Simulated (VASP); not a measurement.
Here is a VASP 6.6.1 calculation.

The input INCAR:

```
ALGO     = Fast           # electronic algorithm
EDIFF    = 1E-7           # SCF threshold, eV
ENCUT    = 520            # plane-wave cutoff, eV
GGA      = PE             # functional
ISIF     = 2              # what is computed and relaxed
ISMEAR   = 0              # smearing method
ISYM     = 0            
LASPH    = True           # aspherical terms in the spheres
LCHARG   = False          # write CHGCAR
LREAL    = Auto         
LWAVE    = False          # write WAVECAR
NBANDS   = 134            # bands
NELM     = 60             # most SCF steps
PREC     = Accurate       # precision mode
SIGMA    = 0.1            # smearing width, eV
```

KPOINTS

```
Automatic mesh
0
Gamma
  2 2 2
  0.5 0.5 0.5
```

Contents of POSCAR:

```
Hf7Ti3AlMo2W7
1.0
   -4.9968999378      4.8825236736     -1.5960344688
   -5.0163877856     -1.5933040427      4.9491784954
    1.6344168655      4.9064926236      4.9536595976
Al Ti Mo Hf W
1 3 2 7 7
Direct
    0.8841873323      0.8830774389      0.4245563196
    0.6165087425      0.0967534172      0.0820709827
    0.3130752341      0.2936235001      0.7793358805
    0.4083030081      0.9107005866      0.8849081367
    0.0841304521      0.6045037926      0.1107802979
    0.6037190198      0.6059632772      0.5969577123
    0.4964116215      0.5034290350      1.0001529059
    0.2162062138      0.2232584646      0.1826517751
    0.7056188435      0.7018744702      0.2039873614
    0.7997484025      0.2850875418      0.3084963489
    0.2903330803      0.8039430610      0.2980452299
    0.0944160121      0.1029665134      0.6002182386
    0.1929625440      0.6948135746      0.7143524052
    0.9958577123      0.9893264082      0.0039542644
    0.3961369166      0.4018020805      0.4176941137
    0.4969400091      0.0134241806      0.4983795045
    1.0017231519      0.4969933120      0.5071072612
    0.6996506727      0.1952636812      0.7104901917
    0.7907446986      0.8015057832      0.8078004990
    0.9052788600      0.3962189035      0.8967096115
```

Potentials or basis: VASP PAW PBE potentials, release 64 (Al, Ti_sv, Mo_sv, Hf_pv, W_sv).

Run with:

```bash
$ cat potpaw_PBE.64/Al/POTCAR potpaw_PBE.64/Ti_sv/POTCAR potpaw_PBE.64/Mo_sv/POTCAR potpaw_PBE.64/Hf_pv/POTCAR potpaw_PBE.64/W_sv/POTCAR > POTCAR
$ mpirun -np 1 vasp_std > vasp.out
```

Estimate the pressure.

-0.3 GPa.

Estimate the largest force.

0.037 eV/Å.

Predict the band gap on the k mesh.

zero (an odd number of electrons rules out a gap without spin polarisation).

Forces in eV/Å, atoms in the order of the input:
```
Al  -0.015  0.006 -0.010
Ti   0.008 -0.015  0.017
Ti   0.006 -0.010  0.009
Ti   0.018  0.024  0.013
Mo   0.014  0.009 -0.008
Mo   0.011 -0.012  0.015
Hf  -0.007  0.002 -0.006
Hf  -0.029 -0.004  0.019
Hf   0.009 -0.006 -0.023
Hf  -0.005 -0.001  0.009
Hf  -0.008  0.004  0.000
Hf  -0.011  0.010  0.009
Hf   0.008  0.003  0.008
W    0.000  0.014  0.002
W   -0.019 -0.023  0.000
W    0.019 -0.008 -0.030
W   -0.008 -0.008 -0.025
W   -0.016 -0.008 -0.009
W    0.015  0.018 -0.013
W    0.009  0.004  0.022
```

Caveat: the k points lie up to 0.45 Å⁻¹ apart, too coarse for converged energies and pressures of a metal; spin-orbit coupling is left out, which moves the levels of the heavy elements.
